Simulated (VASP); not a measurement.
# HC16 (a cell with a defect): single point with PBE+D3(BJ)

HC16 (a cell with a defect):

```
C H
1.0
     0.00000    3.57000    3.57000
     3.57000    0.00000    3.57000
     3.57000    3.57000    0.00000
C H
16 1
Direct
  0.98116 0.98547 0.97151
  0.14285 0.15520 0.14223
  0.98891 0.01662 0.50165
  0.13330 0.12553 0.63900
  0.98261 0.49687 0.99012
  0.13096 0.62335 0.13151
  0.97869 0.46986 0.48538
  0.14477 0.62914 0.65482
  0.48658 0.99540 0.00001
  0.63589 0.10691 0.14599
  0.49030 0.01351 0.49810
  0.62903 0.11549 0.63068
  0.48720 0.52937 0.99262
  0.62462 0.61524 0.13366
  0.48970 0.51728 0.48443
  0.62587 0.61198 0.63697
  0.98929 0.79670 0.40352
```

```yaml
Program: VASP 6.6.1
Task: single point
Functional: PBE
Dispersion: D3(BJ)
Potentials_or_basis: VASP PAW PBE potentials, release 64 (C, H)
Cutoff: 520 eV
k_mesh: 3 × 3 × 3
Occupations: gaussian, width 0.02 eV
Spin: no spin polarisation
```

```yaml
Largest_force: 1.369 eV/Å
Dispersion_energy_per_atom: -0.190 eV
```

Forces in eV/Å, atoms in the order of the input:
```
C   -0.120 -0.020 -1.242
C    0.699  0.877  0.035
C   -0.240 -0.217 -0.200
C   -0.844  0.318  0.899
C    0.790 -0.434 -1.030
C    0.347  0.364 -0.173
C   -0.485 -1.024 -0.022
C    0.303 -0.191  1.210
C   -0.475 -0.067  0.104
C   -0.303  0.226 -0.044
C    1.158 -0.595 -0.330
C   -0.261  0.387 -0.152
C    0.228 -0.724  0.561
C   -0.762  0.384  0.458
C    0.317  0.223  0.280
C   -0.205  0.418 -0.479
H   -0.148  0.075  0.125
```

Levels at points of the mesh, in eV from the Fermi level:
```tsv
k point	band 22	band 23	band 24	band 25	band 26	band 27	band 28	band 29	band 30	band 31
(0.00, 0.00, 0.00)	-0.68	-0.18	-0.12	0.29	1.34	1.69	2.16	2.43	3.88	4.26
```

Wall time 47 s on 1 thread of Intel(R) Xeon(R) Platinum 8559C (Emerald Rapids), on a shared host, peak memory 0.26 GiB.

Caveat: the k points lie up to 0.51 Å⁻¹ apart; the cell carries a net charge on a neutralising background, which shifts energy and pressure; the cell is charged against a uniform background, so pressure and absolute levels hang on convention.
